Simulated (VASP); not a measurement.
BeCd3S4: single point with PBE

Crystal: BeCd3S4.

```xyz
8
Lattice="3.8453 0.0000 0.0000 0.0000 3.8453 0.0000 0.0000 0.0000 12.6581" Properties=species:S:1:pos:R:3 pbc="T T T"
Be    0.0000    0.0000    5.8084
Cd    0.0000    0.0000   11.8976
Cd    1.9226    1.9226    8.5056
Cd    0.0000    0.0000    3.4863
S     0.0000    0.0000    7.7225
S     1.9226    0.0000    1.5243
S     0.0000    1.9226    1.5243
S     1.9226    1.9226   10.9704
```

The cell was built from a structure type or drawn by symmetry, and may not be a known phase.

| Item | Value |
| --- | --- |
| Program | VASP 6.6.1 |
| Task | single point |
| Functional | PBE |
| Potentials or basis | VASP PAW PBE potentials, release 64 (Be, Cd, S) |
| Cutoff | 600 eV |
| k mesh | 3 × 3 × 2 |
| Occupations | gaussian, width 0.15 eV |
| Spin | no spin polarisation |

- Pressure: 0.1 GPa
- Largest force: 0.040 eV/Å
- Band gap on the k mesh: zero (bands 31 and 32 overlap by 1.01 eV)

Forces on the atoms (eV/Å):
```
Be   0.000  0.000  0.004
Cd   0.000  0.000  0.010
Cd   0.000  0.000 -0.032
Cd   0.000  0.000  0.040
S    0.000  0.000 -0.013
S    0.000  0.000 -0.007
S    0.000  0.000 -0.007
S    0.000  0.000  0.006
```

Stress tensor (GPa, compression positive):
```
0.11 0.00 0.00
0.00 0.11 0.00
0.00 0.00 0.19
```

Levels at points of the mesh, in eV from the Fermi level:
| k point | band 27 | band 28 | band 29 | band 30 | band 31 | band 32 | band 33 | band 34 | band 35 | band 36 |
| --- | --- | --- | --- | --- | --- | --- | --- | --- | --- | --- |
| (0.00, 0.00, 0.00) | -2.95 | -1.72 | -1.72 | -0.36 | -0.17 | 0.17 | 1.93 | 1.93 | 2.24 | 3.60 |
| (0.00, 0.00, 0.50) | -2.18 | -1.72 | -1.72 | -0.79 | -0.36 | 0.34 | 1.92 | 1.92 | 2.69 | 3.56 |

It took 61 s on 1 thread of Intel(R) Xeon(R) Platinum 8488C (Sapphire Rapids), on a shared host, peak memory 0.34 GiB.

Caveat: the k points lie up to 0.54 Å⁻¹ apart, too coarse for converged energies and pressures of a metal.
